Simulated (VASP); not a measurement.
# TaN (P4_2/mmc) in VASP: notebook

The runs below take TaN through single point, with LDA, PBEsol, r2SCAN.

All numbers are computed with VASP 6.6.1; they aren't measurements. Logs are shortened: lines on timing, memory, paths and dates and some standing lists are left out, and cuts for length are marked.

## (1) The cell of the first run

It takes space group P4_2/mmc (No. 131, tetragonal). The conventional cell has a = 3.663 Å, b = 3.663 Å, c = 4.560 Å, α = 90.00°, β = 90.00°, γ = 90.00°. Ta (site symmetry mmm) has 4 N at 2.16 Å within 2.9 Å. N (site symmetry -4m2) has 4 Ta at 2.16 Å and 2 N at 2.28 Å within 2.9 Å.

## (2) Single point, LDA

Contents of INCAR:

```
SYSTEM = TaN
ALGO = Normal
EDIFF = 1E-6
ENCUT = 520
ISIF = 2
ISMEAR = -1
LASPH = .True.
LCHARG = .False.
LREAL = .False.
LWAVE = .False.
NBANDS = 24
NELM = 80
PREC = Accurate
SIGMA = 0.05
```

Contents of KPOINTS:

```
k-points
0
Gamma
  4 4 4
  0 0 0
```

Contents of POSCAR:

```
TaN
1.0
    3.6630404800      0.0000000000      0.0000000000
    0.0000000000      3.6630404800      0.0000000000
    0.0000000000      0.0000000000      4.5604939800
Ta N
2 2
Direct
    0.0000000000      0.5000000000      0.0000000000
    0.5000000000      0.0000000000      0.5000000000
    0.0000000000      0.0000000000      0.2500000000
    0.0000000000      0.0000000000      0.7500000000
```

Potentials or basis: VASP PAW LDA potentials, release 64 (Ta_pv, N).

On the command line:

```bash
$ cat potpaw_LDA.64/Ta_pv/POTCAR potpaw_LDA.64/N/POTCAR > POTCAR
$ mpirun -np 1 vasp_std > vasp.out
```

OUTCAR:

```text
SYSTEM = TaN
   EDIFF = 1E-6
   ENCUT = 520
   ISIF = 2
   ISMEAR = -1
   LASPH = .True.
   LREAL = .False.
   NELM = 80
   PREC = Accurate

 ion  position               nearest neighbor table
   1  0.000  0.500  0.000-   3 2.16   4 2.16   3 2.16   4 2.16   2 3.45   2 3.45   2 3.45   2 3.45
                             2 3.45   2 3.45   2 3.45   2 3.45
   2  0.500  0.000  0.500-   3 2.16   4 2.16   3 2.16   4 2.16   1 3.45   1 3.45   1 3.45   1 3.45
                             1 3.45   1 3.45   1 3.45   1 3.45
   3  0.000  0.000  0.250-   1 2.16   2 2.16   1 2.16   2 2.16
   4  0.000  0.000  0.750-   1 2.16   2 2.16   1 2.16   2 2.16

  LATTYP: Found a simple tetragonal cell.
 ALAT       =     3.6630404800
 C/A-ratio  =     1.2450023430

  Lattice vectors:

 A1 = (   3.6630404800,   0.0000000000,   0.0000000000)
 A2 = (   0.0000000000,   3.6630404800,   0.0000000000)
 A3 = (   0.0000000000,   0.0000000000,   4.5604939800)

Analysis of symmetry for initial positions (statically):
=====================================================================
 Subroutine PRICEL returns:
 Original cell was already a primitive cell.

 Routine SETGRP: Setting up the symmetry group for a
 simple tetragonal supercell.

 Subroutine GETGRP returns: Found 16 space group operations
 (whereof  8 operations were pure point group operations)
 out of a pool of 16 trial point group operations.

The static configuration has the point symmetry D_2h.
 The point group associated with its full space group is D_4h.

Analysis of symmetry for dynamics (positions and initial velocities):
=====================================================================
 Subroutine PRICEL returns:
 Original cell was already a primitive cell.

 Routine SETGRP: Setting up the symmetry group for a
 simple tetragonal supercell.

 Subroutine GETGRP returns: Found 16 space group operations
 (whereof  8 operations were pure point group operations)
 out of a pool of 16 trial point group operations.

The dynamic configuration has the point symmetry D_2h.
 The point group associated with its full space group is D_4h.

 Subroutine INISYM returns: Found 16 space group operations
 (whereof  8 operations are pure point group operations),
 and found     1 'primitive' translations

----------------------------------------------------------------------------------------

                                     Primitive cell

  volume of cell :      61.1921

  direct lattice vectors                    reciprocal lattice vectors
     3.663040480  0.000000000  0.000000000     0.272997256  0.000000000  0.000000000
     0.000000000  3.663040480  0.000000000     0.000000000  0.272997256  0.000000000
     0.000000000  0.000000000  4.560493980     0.000000000  0.000000000  0.219274492

  length of vectors
     3.663040480  3.663040480  4.560493980     0.272997256  0.272997256  0.219274492

  position of ions in fractional coordinates (direct lattice)
     0.000000000  0.500000000  0.000000000
     0.500000000  0.000000000  0.500000000
     0.000000000  0.000000000  0.250000000
     0.000000000  0.000000000  0.750000000

  ion indices of the primitive-cell ions
   primitive index   ion index
                 1           1
                 2           2
                 3           3
                 4           4

----------------------------------------------------------------------------------------

 KPOINTS: k-points

Automatic generation of k-mesh.
 Grid dimensions read from file:
 generate k-points for:    4    4    4

 Generating k-lattice:

  Cartesian coordinates                     Fractional coordinates (reciprocal lattice)
     0.068249314  0.000000000  0.000000000     0.250000000  0.000000000  0.000000000
     0.000000000  0.068249314  0.000000000     0.000000000  0.250000000  0.000000000
     0.000000000  0.000000000  0.054818623     0.000000000  0.000000000  0.250000000

  Length of vectors
     0.068249314  0.068249314  0.054818623

  Shift w.r.t. Gamma in fractional coordinates (k-lattice)
     0.000000000  0.000000000  0.000000000

 Subroutine IBZKPT returns following result:
 ===========================================

 Found     18 irreducible k-points:

 Following reciprocal coordinates:
            Coordinates               Weight
  0.000000  0.000000  0.000000      1.000000
  0.250000  0.000000  0.000000      4.000000
  0.500000  0.000000  0.000000      2.000000
  0.250000  0.250000  0.000000      4.000000
  0.500000  0.250000  0.000000      4.000000
  0.500000  0.500000  0.000000      1.000000
[... 10 lines left out ...]
  0.500000  0.250000  0.500000      4.000000
  0.500000  0.500000  0.500000      1.000000
   k-points           NKPTS =     18   k-points in BZ     NKDIM =     18   number of bands    NBANDS=     24
   number of dos      NEDOS =    301   number of ions     NIONS =      4
   total plane-waves  NPLWV =  28224
   dimension x,y,z NGX =    28 NGY =   28 NGZ =   36
   dimension x,y,z NGXF=    56 NGYF=   56 NGZF=   72
   ions per type =               2   2
   NGX,Y,Z   is equivalent  to a cutoff of  12.71, 12.71, 13.12 a.u.
   NGXF,Y,Z  is equivalent  to a cutoff of  25.42, 25.42, 26.25 a.u.
 SYSTEM =  TaN
   PREC   = accura    normal or accurate (medium, high low for compatibility)
   ISTART =      0    job   : 0-new  1-cont  2-samecut
   ICHARG =      2    charge: 1-file 2-atom 10-const
   ISPIN  =      1    spin polarized calculation?
   LNONCOLLINEAR =      F non collinear calculations
   LSORBIT =      F    spin-orbit coupling
   LASPH  =      T    aspherical Exc in radial PAW
   ENCUT  =  520.0 eV  38.22 Ry    6.18 a.u.   6.81  6.81  8.48*2*pi/ulx,y,z
   NELM   =     80;   NELMIN=  2; NELMDL= -5     # of ELM steps
   EDIFF  = 0.1E-05   stopping-criterion for ELM
   LREAL  =      F    real-space projection
   EDIFFG = 0.1E-04   stopping-criterion for IOM
   NSW    =      0    number of steps for IOM
   IBRION =     -1    ionic relax: 0-MD 1-quasi-New 2-CG
   NFREE  =      0    steps in history (QN), initial steepest desc. (CG)
   ISIF   =      2    stress and relaxation
   ISYM   =      2    0-nonsym 1-usesym 2-fastsym
   POTIM  = 0.5000    time-step for ionic-motion
   TEBEG  =    0.0;   TEEND  =   0.0 temperature during run
   PSTRESS=    0.0 pullay stress
   NELECT =      32.0000    total number of electrons
   NUPDOWN=      -1.0000    fix difference up-down
   EMIN   =  10.00;   EMAX   =-10.00  energy-range for DOS
   EFERMI =   0.00;   METHOD = LEGACY
   ISMEAR =    -1;   SIGMA  =   0.05  broadening in eV -4-tet -1-fermi 0-gaus
   EFERMI_NEDOS =   21; number of points for ismear=-14 and -15
   IALGO  =     38    algorithm
   IMIX   =      4    mixing-type and parameters
     AMIX     =   0.40;   BMIX     =  1.00
     AMIX_MAG =   1.60;   BMIX_MAG =  1.00
  volume/ion in A,a.u.               =      15.30       103.24
  Fermi-wavevector in a.u.,A,eV,Ry     =   1.318944  2.492443 23.668878  1.739613
  Thomas-Fermi vector in A             =   2.448878
   LORBIT       =      0    0 simple, 1 ext, 2 COOP (PROOUT), +10 PAW based schemes
   GGA     = CA    functional components
   LHFCALC =     F    Hartree Fock is set to
   AEXX    =    0.0000 exact exchange contribution
   IVDW    =     0    specifies the selected vdW correction
   LEPSILON=     F    determine dielectric tensor
   LRPA    =     F    only Hartree local field effects (RPA)
 non-spin polarized calculation
  energy-cutoff  :      520.00
  volume of cell :       61.19
 maximum number of plane-waves:      1664
 NGX is ok and might be reduce to    28
   NGX = 13   NGY = 13   NGZ = 17

 number of electron      31.9999997 magnetization

 Free energy of the ion-electron system (eV)
  ---------------------------------------------------
  ext. energy  EPLUGINS =         0.00000000
  ---------------------------------------------------
  free energy    TOTEN  =       -44.42407270 eV

  energy without entropy =      -44.40294600  energy(sigma->0) =      -44.41350935

 E-fermi :   4.6954     XC(G=0): -11.5825

 val. band max:        4.6677663124   @ k =   0.2500   0.0000   0.5000
 cond. band min:       4.7149961857   @ k =   0.5000   0.2500   0.0000
 fundamental gap:      0.0472298733
 Fermi energy:         4.6954297538

 k-point     1 :       0.0000    0.0000    0.0000
  band No.  band energies     occupation
      1     -30.8345      2.00000
      2     -30.6257      2.00000
      3     -30.6257      2.00000
      4     -30.5995      2.00000
      5     -30.4378      2.00000
      6     -30.4378      2.00000
[... 16 lines left out ...]
     23       9.7263      0.00000
     24      11.6123      0.00000

 k-point     2 :       0.2500    0.0000    0.0000
  band No.  band energies     occupation
      1     -30.7957      2.00000
      2     -30.6784      2.00000
      3     -30.6293      2.00000
      4     -30.6132      2.00000
      5     -30.4794      2.00000
      6     -30.4449      2.00000
[... 16 lines left out ...]
     23      10.7312      0.00000
     24      11.8822      0.00000

 k-point     3 :       0.5000    0.0000    0.0000
  band No.  band energies     occupation
      1     -30.7332      2.00000
      2     -30.7133      2.00000
      3     -30.7026      2.00000
      4     -30.5994      2.00000
      5     -30.5175      2.00000
      6     -30.4532      2.00000
[... 16 lines left out ...]
     23       9.9669      0.00000
     24      10.9861      0.00000

 k-point     4 :       0.2500    0.2500    0.0000
  band No.  band energies     occupation
      1     -30.7665      2.00000
      2     -30.7359      2.00000
      3     -30.6487      2.00000
      4     -30.6058      2.00000
      5     -30.5168      2.00000
      6     -30.4432      2.00000
[... 16 lines left out ...]
     23      10.5637      0.00000
     24      11.1171      0.00000

 k-point     5 :       0.5000    0.2500    0.0000
  band No.  band energies     occupation
      1     -30.7944      2.00000
      2     -30.7053      2.00000
      3     -30.7000      2.00000
      4     -30.5975      2.00000
      5     -30.5502      2.00000
      6     -30.4442      2.00000
[... 16 lines left out ...]
     23       9.9499      0.00000
     24      10.0571      0.00000

 k-point     6 :       0.5000    0.5000    0.0000
  band No.  band energies     occupation
      1     -30.8553      2.00000
      2     -30.6974      2.00000
      3     -30.6974      2.00000
      4     -30.5950      2.00000
      5     -30.5803      2.00000
      6     -30.4378      2.00000
[... 16 lines left out ...]
     23       8.4365      0.00000
     24       9.7110      0.00000
[... 217 lines left out ...]
 k-point    15 :       0.5000    0.0000    0.5000
  band No.  band energies     occupation
      1     -30.8555      2.00000
      2     -30.7459      2.00000
      3     -30.5989      2.00000
      4     -30.5906      2.00000
      5     -30.4762      2.00000
      6     -30.4529      2.00000
[... 16 lines left out ...]
     23       7.7558      0.00000
     24       9.1741      0.00000

 k-point    16 :       0.2500    0.2500    0.5000
  band No.  band energies     occupation
      1     -30.7646      2.00000
      2     -30.7646      2.00000
      3     -30.6230      2.00000
      4     -30.6230      2.00000
      5     -30.4739      2.00000
      6     -30.4739      2.00000
[... 16 lines left out ...]
     23       9.9990      0.00000
     24       9.9990      0.00000

 k-point    17 :       0.5000    0.2500    0.5000
  band No.  band energies     occupation
      1     -30.8126      2.00000
      2     -30.7253      2.00000
      3     -30.6631      2.00000
      4     -30.6243      2.00000
      5     -30.4911      2.00000
      6     -30.4812      2.00000
[... 16 lines left out ...]
     23       9.1982      0.00000
     24       9.7474      0.00000

 k-point    18 :       0.5000    0.5000    0.5000
  band No.  band energies     occupation
      1     -30.7262      2.00000
      2     -30.7262      2.00000
      3     -30.7014      2.00000
      4     -30.7014      2.00000
      5     -30.5092      2.00000
      6     -30.5092      2.00000
[... 16 lines left out ...]
     23       9.5470      0.00000
     24       9.5470      0.00000

------------------------ aborting loop because EDIFF is reached ----------------------------------------

  FORCE on cell =-STRESS in cart. coord.  units (eV):
  Direction    XX          YY          ZZ          XY          YZ          ZX
  --------------------------------------------------------------------------------------
  -------------------------------------------------------------------------------------
  Total      -14.7626474    -14.7626474     -2.7998699      0.0000000      0.0000000      0.0000000
  in kB     -386.5267075   -386.5267075    -73.3082928      0.0000000      0.0000000      0.0000000
  external PRESSURE =    -282.1205692 kB  Pullay stress =       0.0000000 kB

 VOLUME and BASIS-vectors are now :
 -----------------------------------------------------------------------------
  energy-cutoff  :      520.00
  volume of cell :       61.19
      direct lattice vectors                 reciprocal lattice vectors
     3.663040480  0.000000000  0.000000000     0.272997256  0.000000000  0.000000000
     0.000000000  3.663040480  0.000000000     0.000000000  0.272997256  0.000000000
     0.000000000  0.000000000  4.560493980     0.000000000  0.000000000  0.219274492

 POSITION                                       TOTAL-FORCE (eV/Angst)
 -----------------------------------------------------------------------------------
      0.00000      1.83152      0.00000         0.000000     -0.000000      0.000000
      1.83152      0.00000      2.28025         0.000000     -0.000000      0.000000
      0.00000      0.00000      1.14012        -0.000000     -0.000000     -0.000000
      0.00000      0.00000      3.42037        -0.000000      0.000000     -0.000000
 -----------------------------------------------------------------------------------
    total drift:                               -0.000000      0.000000      0.000000

  FREE ENERGIE OF THE ION-ELECTRON SYSTEM (eV)
  ---------------------------------------------------
  free  energy   TOTEN  =       -44.4240726993 eV

  energy  without entropy=      -44.4029459990  energy(sigma->0) =      -44.41350935
```

Wall time 14 s (1 thread of Intel Xeon Platinum 8488C (Sapphire Rapids), shared host); peak memory 0.16 GiB.

Results:

| Quantity | Value |
| --- | --- |
| Free energy | -44.4241 eV |
| Pressure | -28.2 GPa |
| Band gap on the k mesh | zero (band 16 reaches 4.99 eV, above the bottom of band 17 at 4.24 eV) |

Stress tensor (GPa, compression positive):
```
-38.65   0.00   0.00
  0.00 -38.65   0.00
  0.00   0.00  -7.33
```

Caveat: the k points lie up to 0.43 Å⁻¹ apart; spin-orbit coupling is left out, which moves the levels of the heavy elements.

## (3) Single point, PBEsol

Contents of INCAR:

```
SYSTEM = TaN
  PREC = Accurate
  ENCUT = 520
  EDIFF = 1E-6
  ISMEAR = -1
  SIGMA = 0.05
  LREAL = .FALSE.
  LASPH = .TRUE.
  NELM = 100
  ALGO = Normal
  ISIF = 2
  LWAVE = .FALSE.
  LCHARG = .FALSE.
  GGA = PS
  NBANDS = 24
```

Contents of KPOINTS:

```
regular mesh
0
G
  4 4 4
  0 0 0
```

POSCAR is that of step 2.

Potentials or basis: VASP PAW PBE potentials, release 64 (Ta_pv, N).

On the command line:

```bash
$ cat potpaw_PBE.64/Ta_pv/POTCAR potpaw_PBE.64/N/POTCAR > POTCAR
$ mpirun -np 1 vasp_std > vasp.out
```

Run time: 15 s. Hardware: 1 thread of Intel Xeon Platinum 8488C (Sapphire Rapids), shared host; peak memory 0.18 GiB.

The run converged. Its results:

| Property | Result |
| --- | --- |
| Free energy | -42.9543 eV |
| Pressure | -24.9 GPa |
| Band gap on the k mesh | zero (band 16 reaches 5.08 eV, above the bottom of band 17 at 4.29 eV) |

Stress tensor (GPa, compression positive):
```
-35.37   0.00   0.00
  0.00 -35.37   0.00
  0.00   0.00  -3.85
```

Levels at points of the mesh, in eV from the Fermi level:
```tsv
k point	band 13	band 14	band 15	band 16	band 17	band 18	band 19	band 20
(0.00, 0.00, 0.00)	-3.46	-3.46	-1.62	0.32	1.34	1.41	1.84	1.84
(0.50, 0.00, 0.00)	-3.65	-2.10	-0.10	0.05	0.24	0.25	0.83	1.53
(0.50, 0.50, 0.00)	-2.46	-2.31	-0.90	-0.46	-0.46	0.08	2.15	2.15
(0.00, 0.00, 0.50)	-3.22	-3.22	-2.74	-2.74	1.22	1.22	1.65	1.65
(0.50, 0.00, 0.50)	-2.39	-2.30	-2.26	-1.07	0.79	1.46	1.83	2.68
(0.50, 0.50, 0.50)	-3.11	-3.11	-1.59	-1.59	1.02	1.02	2.67	2.67
```

Caveat: the k points lie up to 0.43 Å⁻¹ apart; the PAW data sets were made with another functional, which shifts forces and pressure a little; spin-orbit coupling is left out, which moves the levels of the heavy elements.

## (4) Single point, r2SCAN

POSCAR is that of step 3.

Contents of INCAR.step1:

```
PREC = Accurate
ENCUT = 520
ISMEAR = -1
SIGMA = 0.05
LREAL = False
LASPH = True
NELM = 60
NBANDS = 24
GGA = PE
ALGO = Normal
EDIFF = 1E-4
LWAVE = True
LCHARG = False
```

Contents of INCAR.step2:

```
PREC = Accurate
ENCUT = 520
EDIFF = 1E-7
ISMEAR = -1
SIGMA = 0.05
LREAL = False
LASPH = True
NELM = 60
ALGO = Normal
ISIF = 2
LWAVE = False
LCHARG = False
METAGGA = R2SCAN
LMIXTAU = True
NBANDS = 24
ISTART = 1
```

Contents of KPOINTS:

```
regular mesh
0
Gamma
  4 4 4
```

On the command line:

```bash
$ cat potpaw_PBE.64/Ta_pv/POTCAR potpaw_PBE.64/N/POTCAR > POTCAR
$ cp INCAR.step1 INCAR
$ mpirun -np 1 vasp_std > vasp.out
$ cp INCAR.step2 INCAR
$ mpirun -np 1 vasp_std > vasp.out
```

Run time: 60 s. Hardware: 1 thread of Intel Xeon Platinum 8488C (Sapphire Rapids), shared host; peak memory 0.18 GiB.

Results (log left out):

```
Free energy            : -116.3769 eV
Pressure               : -22.3 GPa
Band gap on the k mesh : zero (band 16 reaches 5.42 eV, above the bottom of band 17 at 4.58 eV)
```

Stress tensor (GPa, compression positive):
```
-36.01   0.00   0.00
  0.00 -36.01   0.00
  0.00   0.00   4.98
```

Levels at points of the mesh, in eV from the Fermi level:
```
           k point  band 13  band 14  band 15  band 16  band 17  band 18  band 19  band 20
(0.00, 0.00, 0.00)    -3.80    -3.80    -1.77     0.44     1.38     1.41     1.80     1.80
(0.50, 0.00, 0.00)    -4.02    -2.50     0.00     0.13     0.13     0.40     0.77     1.46
(0.50, 0.50, 0.00)    -2.77    -2.57    -1.07    -0.40    -0.40    -0.30     2.20     2.20
(0.00, 0.00, 0.50)    -3.55    -3.55    -3.09    -3.09     1.36     1.36     1.77     1.77
(0.50, 0.00, 0.50)    -2.70    -2.68    -2.45    -1.10     0.89     1.54     1.97     2.71
(0.50, 0.50, 0.50)    -3.34    -3.34    -1.88    -1.88     1.14     1.14     2.70     2.70
```

Caveat: the k points lie up to 0.43 Å⁻¹ apart; the PAW data sets were made with another functional, which shifts forces and pressure a little; spin-orbit coupling is left out, which moves the levels of the heavy elements.

## (5) Overview

| level | potentials or basis | gap on the mesh (eV) | pressure (GPa) |
| --- | --- | --- | --- |
| LDA | VASP PAW LDA potentials, release 64 (Ta_pv, N) | none | -28.2 |
| PBEsol | VASP PAW PBE potentials, release 64 (Ta_pv, N) | none | -24.9 |
| r2SCAN | VASP PAW PBE potentials, release 64 (Ta_pv, N) | none | -22.3 |

Alike in all rows: task single point; no spin polarisation; cell as given; k mesh 4 × 4 × 4; cutoff (eV) 520; smearing fermi-dirac 0.05 eV.

Caveats: all runs use coarse meshes; spin-orbit coupling is left out, which moves the levels of the heavy elements; the PAW data sets were made with another functional, which shifts forces and pressure a little (some runs).

Absolute energies hang on the potentials; compare differences alone.
